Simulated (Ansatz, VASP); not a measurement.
Two plane-wave programs on C

```
CELL_PARAMETERS angstrom
0.00000 1.42317 -3.36139
-2.46500 0.00000 0.00000
1.43791 11.21091 3.86104
ATOMIC_POSITIONS crystal
C 0.52736 0.02007 0.72011
C 0.76382 0.63230 0.05537
C 0.95470 0.22924 0.22156
C 0.14559 0.82618 0.38774
C 0.33648 0.42312 0.55393
C 0.82707 0.16464 0.11081
C 0.01796 0.76158 0.27700
C 0.20885 0.35852 0.44318
C 0.39973 0.95547 0.60937
C 0.59062 0.55241 0.77555
```

Alike in both runs: task single point; functional PBE; dispersion D3(BJ); k mesh 7 × 11 × 3; occupations gaussian, width 0.05 eV; no spin polarisation.

```csv
,VASP,Ansatz
version,VASP 6.6.1,Ansatz 0.2.0
potentials or method,"VASP PAW PBE potentials, release 64 (C), cutoff 520 eV","scalar-relativistic, plane waves, PAW"
valence electrons in the cell,40,40
```

VASP gave:

```
gap on the k mesh at the Fermi level (eV)                     : none
pressure (GPa)                                                : -1.7
traceless stress, the component that is largest in VASP (GPa) : -1.56
rms of the force components (eV/Å)                            : 0.727
```

Estimate Ansatz's values.

gap on the k mesh at the Fermi level (eV): none; pressure (GPa): -2.1; traceless stress, the component that is largest in VASP (GPa): -1.73; rms of the force components (eV/Å): 0.729.

Atom by atom the forces differ by 0.012 eV/Å (rms over components). A gap of «none» marks a metal or a gap that the smearing closes.
